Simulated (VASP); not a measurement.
# SiC in VASP: notebook, part 3 of 3

VASP 6.6.1. Earlier steps stand in the parts before.

## (5) Relaxation of cell and atoms, PBE

File INCAR:

```
  ALGO = Normal
  EDIFF = 1E-7
  EDIFFG = -0.01
  ENCUT = 600
  GGA = PE
  IBRION = 2
  ISIF = 3
  ISMEAR = 0
  LASPH = T
  LCHARG = F
  LREAL = F
  LWAVE = F
  NELM = 60
  NSW = 100
  PREC = Accurate
  SIGMA = 0.02
```

File KPOINTS:

```
k-points
0
Gamma
  10 10 10
```

File POSCAR:

```
SiC
1.0
    0.0000000000      2.1889143389      2.1889143389
    2.1889143389      0.0000000000      2.1889143389
    2.1889143389      2.1889143389      0.0000000000
Si C
1 1
Direct
    0.5000000000      0.5000000000      0.5000000000
    0.2500000000      0.2500000000      0.2500000000
```

Potentials or basis: VASP PAW PBE potentials, release 64 (Si, C).

On the command line:

```bash
$ cat potpaw_PBE.64/Si/POTCAR potpaw_PBE.64/C/POTCAR > POTCAR
$ mpirun -np 1 vasp_std > vasp.out
```

OUTCAR:

```text
EDIFF = 1E-7
   EDIFFG = -0.01
   ENCUT = 600
   GGA = PE
   IBRION = 2
   ISIF = 3
   ISMEAR = 0
   LASPH = T
   LREAL = F
   NELM = 60
   NSW = 100
   PREC = Accurate

 ion  position               nearest neighbor table
   1  0.500  0.500  0.500-   2 1.90   2 1.90   2 1.90   2 1.90
   2  0.250  0.250  0.250-   1 1.90   1 1.90   1 1.90   1 1.90

  LATTYP: Found a face centered cubic cell.
 ALAT       =     4.3778286778

  Lattice vectors:

 A1 = (   0.0000000000,   2.1889143389,   2.1889143389)
 A2 = (   2.1889143389,   0.0000000000,   2.1889143389)
 A3 = (   2.1889143389,   2.1889143389,   0.0000000000)

Analysis of symmetry for initial positions (statically):
=====================================================================
 Subroutine PRICEL returns:
 Original cell was already a primitive cell.

 Routine SETGRP: Setting up the symmetry group for a
 face centered cubic supercell.

 Subroutine GETGRP returns: Found 24 space group operations
 (whereof 24 operations were pure point group operations)
 out of a pool of 48 trial point group operations.

The static configuration has the point symmetry T_d .

Analysis of symmetry for dynamics (positions and initial velocities):
=====================================================================
 Subroutine PRICEL returns:
 Original cell was already a primitive cell.

 Routine SETGRP: Setting up the symmetry group for a
 face centered cubic supercell.

 Subroutine GETGRP returns: Found 24 space group operations
 (whereof 24 operations were pure point group operations)
 out of a pool of 48 trial point group operations.

The dynamic configuration has the point symmetry T_d .

 Subroutine INISYM returns: Found 24 space group operations
 (whereof 24 operations are pure point group operations),
 and found     1 'primitive' translations

----------------------------------------------------------------------------------------

                                     Primitive cell

  volume of cell :      20.9757

  direct lattice vectors                    reciprocal lattice vectors
     0.000000000  2.188914339  2.188914339    -0.228423740  0.228423740  0.228423740
     2.188914339  0.000000000  2.188914339     0.228423740 -0.228423740  0.228423740
     2.188914339  2.188914339  0.000000000     0.228423740  0.228423740 -0.228423740

  length of vectors
     3.095592345  3.095592345  3.095592345     0.395641523  0.395641523  0.395641523

  position of ions in fractional coordinates (direct lattice)
     0.500000000  0.500000000  0.500000000
     0.250000000  0.250000000  0.250000000

  ion indices of the primitive-cell ions
   primitive index   ion index
                 1           1
                 2           2

----------------------------------------------------------------------------------------

 KPOINTS: k-points

Automatic generation of k-mesh.
 Grid dimensions read from file:
 generate k-points for:   10   10   10

 Generating k-lattice:

  Cartesian coordinates                     Fractional coordinates (reciprocal lattice)
    -0.022842374  0.022842374  0.022842374     0.100000000  0.000000000  0.000000000
     0.022842374 -0.022842374  0.022842374     0.000000000  0.100000000  0.000000000
     0.022842374  0.022842374 -0.022842374     0.000000000  0.000000000  0.100000000

  Length of vectors
     0.039564152  0.039564152  0.039564152

  Shift w.r.t. Gamma in fractional coordinates (k-lattice)
     0.000000000  0.000000000  0.000000000

 Subroutine IBZKPT returns following result:
 ===========================================

 Found     47 irreducible k-points:

 Following reciprocal coordinates:
            Coordinates               Weight
  0.000000  0.000000  0.000000      1.000000
  0.100000  0.000000  0.000000      8.000000
  0.200000  0.000000  0.000000      8.000000
  0.300000  0.000000  0.000000      8.000000
  0.400000  0.000000  0.000000      8.000000
  0.500000  0.000000  0.000000      4.000000
[... 16 lines left out ...]
  0.300000  0.300000  0.000000      6.000000
  0.400000  0.300000  0.000000     24.000000
 [... further k-points ...]
   k-points           NKPTS =     47   k-points in BZ     NKDIM =     47   number of bands    NBANDS=      8
   number of dos      NEDOS =    301   number of ions     NIONS =      2
   total plane-waves  NPLWV =  21952
   dimension x,y,z NGX =    28 NGY =   28 NGZ =   28
   dimension x,y,z NGXF=    56 NGYF=   56 NGZF=   56
   ions per type =               1   1
   NGX,Y,Z   is equivalent  to a cutoff of  15.04, 15.04, 15.04 a.u.
   NGXF,Y,Z  is equivalent  to a cutoff of  30.07, 30.07, 30.07 a.u.
 SYSTEM =  unknown system
   PREC   = accura    normal or accurate (medium, high low for compatibility)
   ISTART =      0    job   : 0-new  1-cont  2-samecut
   ICHARG =      2    charge: 1-file 2-atom 10-const
   ISPIN  =      1    spin polarized calculation?
   LNONCOLLINEAR =      F non collinear calculations
   LSORBIT =      F    spin-orbit coupling
   LASPH  =      T    aspherical Exc in radial PAW
   ENCUT  =  600.0 eV  44.10 Ry    6.64 a.u.   6.18  6.18  6.18*2*pi/ulx,y,z
   NELM   =     60;   NELMIN=  2; NELMDL= -5     # of ELM steps
   EDIFF  = 0.1E-06   stopping-criterion for ELM
   LREAL  =      F    real-space projection
   EDIFFG = -.1E-01   stopping-criterion for IOM
   NSW    =    100    number of steps for IOM
   IBRION =      2    ionic relax: 0-MD 1-quasi-New 2-CG
   NFREE  =      1    steps in history (QN), initial steepest desc. (CG)
   ISIF   =      3    stress and relaxation
   ISYM   =      2    0-nonsym 1-usesym 2-fastsym
   POTIM  = 0.5000    time-step for ionic-motion
   TEBEG  =    0.0;   TEEND  =   0.0 temperature during run
   PSTRESS=    0.0 pullay stress
   NELECT =       8.0000    total number of electrons
   NUPDOWN=      -1.0000    fix difference up-down
   EMIN   =  10.00;   EMAX   =-10.00  energy-range for DOS
   EFERMI =   0.00;   METHOD = LEGACY
   ISMEAR =     0;   SIGMA  =   0.02  broadening in eV -4-tet -1-fermi 0-gaus
   EFERMI_NEDOS =   21; number of points for ismear=-14 and -15
   IALGO  =     38    algorithm
   IMIX   =      4    mixing-type and parameters
     AMIX     =   0.40;   BMIX     =  1.00
     AMIX_MAG =   1.60;   BMIX_MAG =  1.00
  volume/ion in A,a.u.               =      10.49        70.78
  Fermi-wavevector in a.u.,A,eV,Ry     =   1.187224  2.243528 19.177428  1.409501
  Thomas-Fermi vector in A             =   2.323380
   LORBIT       =      0    0 simple, 1 ext, 2 COOP (PROOUT), +10 PAW based schemes
   GGA     = PE    functional components
   LHFCALC =     F    Hartree Fock is set to
   AEXX    =    0.0000 exact exchange contribution
   IVDW    =     0    specifies the selected vdW correction
   LEPSILON=     F    determine dielectric tensor
   LRPA    =     F    only Hartree local field effects (RPA)
 conjugate gradient relaxation of ions
 non-spin polarized calculation
 Gauss-broadening in eV      SIGMA  =   0.02
  energy-cutoff  :      600.00
  volume of cell :       20.98
 maximum number of plane-waves:       725
 NGX is ok and might be reduce to    28
   NGX = 13   NGY = 13   NGZ = 13

 number of electron       8.0000000 magnetization

 Free energy of the ion-electron system (eV)
  ---------------------------------------------------
  ext. energy  EPLUGINS =         0.00000000
  ---------------------------------------------------
  free energy    TOTEN  =       -15.06218041 eV

  energy without entropy =      -15.06218041  energy(sigma->0) =      -15.06218041

 E-fermi :   8.1061     XC(G=0): -11.2967

 val. band max:        7.9541055104   @ k =   0.0000   0.0000   0.0000
 cond. band min:       9.3241058660   @ k =   0.5000   0.5000   0.0000
 fundamental gap:      1.3700003556
 Fermi energy:         8.1060589780

 k-point     1 :       0.0000    0.0000    0.0000
  band No.  band energies     occupation
      1      -7.3425      2.00000
      2       7.9541      2.00000
      3       7.9541      2.00000
      4       7.9541      2.00000
      5      14.0282      0.00000
      6      15.1682      0.00000
      7      15.1682      0.00000
      8      15.1682      0.00000
[... 243 lines left out ...]
 k-point    24 :       0.4000    0.3000    0.0000
  band No.  band energies     occupation
      1      -4.2375      2.00000
      2       2.3894      2.00000
      3       4.8304      2.00000
      4       5.3511      2.00000
      5      10.8141      0.00000
      6      13.5228      0.00000
      7      19.4305      0.00000
      8      19.7576      0.00000

 [... further k-points ...]
[... 5 lines left out ...]
  --------------------------------------------------------------------------------------
  -------------------------------------------------------------------------------------
  Total        0.0119984      0.0119984      0.0119984     -0.0000000     -0.0000000      0.0000000
  in kB        0.9164704      0.9164704      0.9164704     -0.0000000     -0.0000000      0.0000000
  external PRESSURE =       0.9164704 kB  Pullay stress =       0.0000000 kB

 VOLUME and BASIS-vectors are now :
 -----------------------------------------------------------------------------
  energy-cutoff  :      600.00
  volume of cell :       20.98
      direct lattice vectors                 reciprocal lattice vectors
     0.000000000  2.188914339  2.188914339    -0.228423740  0.228423740  0.228423740
     2.188914339  0.000000000  2.188914339     0.228423740 -0.228423740  0.228423740
     2.188914339  2.188914339  0.000000000     0.228423740  0.228423740 -0.228423740

 POSITION                                       TOTAL-FORCE (eV/Angst)
 -----------------------------------------------------------------------------------
      2.18891      2.18891      2.18891         0.000000     -0.000000      0.000000
      1.09446      1.09446      1.09446        -0.000000      0.000000     -0.000000
 -----------------------------------------------------------------------------------
    total drift:                                0.000000      0.000000      0.000000

  FREE ENERGIE OF THE ION-ELECTRON SYSTEM (eV)
  ---------------------------------------------------
  free  energy   TOTEN  =       -15.0621804062 eV

  energy  without entropy=      -15.0621804062  energy(sigma->0) =      -15.06218041

 reached required accuracy - stopping structural energy minimisation
```

Wall time 26 s (1 thread of Intel Xeon Platinum 8259CL at 2.50GHz (Skylake/Cascade Lake), shared host); peak memory 0.15 GiB.

What came out:

```
Free energy             : -15.0622 eV
Pressure after relaxing : 0.1 GPa
Band gap on the k mesh  : 1.37 eV, indirect (least direct gap 4.53 eV)
```

Final structure:
```yaml
crystal:
  lattice:
    - [0.00000, 2.18891, 2.18891]
    - [2.18891, 0.00000, 2.18891]
    - [2.18891, 2.18891, 0.00000]
  atoms:
    - { symbol: Si, position: [0.50000, 0.50000, 0.50000] }
    - { symbol: C, position: [0.25000, 0.25000, 0.25000] }
```

Caveat: the relaxation stopped at its first step, so nothing moved.

## (6) Relaxation of cell and atoms, PBE

File INCAR:

```
PREC     = Accurate       # precision mode
ENCUT    = 600            # plane-wave cutoff, eV
EDIFF    = 1E-6           # SCF threshold, eV
ISMEAR   = 0              # smearing method
SIGMA    = 0.01           # smearing width, eV
LREAL    = False          # projectors in reciprocal space
LASPH    = True           # aspherical terms in the spheres
NELM     = 60             # most SCF steps
ALGO     = Normal         # electronic algorithm
ISIF     = 3              # what is computed and relaxed
LWAVE    = False          # write WAVECAR
LCHARG   = False          # write CHGCAR
GGA      = PE             # functional
IBRION   = 2              # ionic algorithm
NSW      = 80             # ionic steps
EDIFFG   = -0.001         # ionic threshold
```

File KPOINTS:

```
regular mesh
0
Gamma
  12 12 12
```

File POSCAR:

```
SiC
1.0
    0.0000000000      2.1898618285      2.1898618285
    2.1898618285      0.0000000000      2.1898618285
    2.1898618285      2.1898618285      0.0000000000
Si C
1 1
Direct
    0.5000000000      0.5000000000      0.5000000000
    0.2500000000      0.2500000000      0.2500000000
```

Potentials or basis: VASP PAW PBE potentials, release 64 (Si, C).

On the command line:

```bash
$ cat potpaw_PBE.64/Si/POTCAR potpaw_PBE.64/C/POTCAR > POTCAR
$ mpirun -np 1 vasp_std > vasp.out
```

Wall time 56 s (1 thread of Intel Xeon Platinum 8259CL at 2.50GHz (Skylake/Cascade Lake), shared host); peak memory 0.15 GiB.

The run converged. Its results:

* Free energy: -15.0623 eV
* Relaxed volume: 10.49 Å³/atom
* Relaxed cell: a = 3.096 Å, b = 3.096 Å, c = 3.096 Å, α = 60.00°, β = 60.00°, γ = 60.00°
* Space group after relaxing (to 0.05 Å): F-43m (No. 216)
* Energy gained by relaxing: 0.0 meV/atom
* Ionic steps: 3
* Pressure after relaxing: 0.0 GPa
* Band gap on the k mesh: 1.37 eV, indirect (least direct gap 4.53 eV)

Final structure:
```
CELL_PARAMETERS angstrom
0.00000 2.18924 2.18924
2.18924 0.00000 2.18924
2.18924 2.18924 0.00000
ATOMIC_POSITIONS crystal
Si 0.50000 0.50000 0.50000
C 0.25000 0.25000 0.25000
```

Levels at points of the mesh, in eV from the valence-band top:
| k point | band 1 | band 2 | band 3 | band 4 | band 5 | band 6 | band 7 | band 8 |
| --- | --- | --- | --- | --- | --- | --- | --- | --- |
| (0.00, 0.00, 0.00) | -15.29 | 0.00 | 0.00 | 0.00 | 6.07 | 7.21 | 7.21 | 7.21 |
| (0.50, 0.00, 0.00) | -11.78 | -8.46 | -1.05 | -1.05 | 5.31 | 7.17 | 7.17 | 9.98 |
| (0.50, 0.50, 0.00) | -10.34 | -7.75 | -3.16 | -3.16 | 1.37 | 4.27 | 13.87 | 13.87 |

## (7) The runs side by side

```tsv
task	cell	k mesh	cutoff (eV)	smearing	gap on the mesh (eV)	pressure (GPa)
single point	a = 3.097 Å, angles 60.0°, 2 atoms	10 × 10 × 10	520	gaussian 0.02 eV	1.37	0.0
single point	a = 3.097 Å, angles 60.0°, 2 atoms	12 × 12 × 12	520	gaussian 0.01 eV	1.37	0.0
single point	a = 3.096 Å, angles 120.0, 120.0, 90.0°, 2 atoms	8 × 8 × 8	520	gaussian 0.1 eV	1.37	0.2
relaxation of cell and atoms	relaxed from a = 3.096 Å, angles 60.0°, 2 atoms	10 × 10 × 10	600	gaussian 0.02 eV	1.37	0.1
relaxation of cell and atoms	relaxed from a = 3.097 Å, angles 60.0°, 2 atoms	12 × 12 × 12	600	gaussian 0.01 eV	1.37	0.0
```

Alike in all rows: level PBE; potentials or basis VASP PAW PBE potentials, release 64 (Si, C); no spin polarisation.

Caveats: the relaxation stopped at its first step, so nothing moved (some runs).

Total energies depend on the potentials used, so only differences within one code and one set of settings carry meaning.
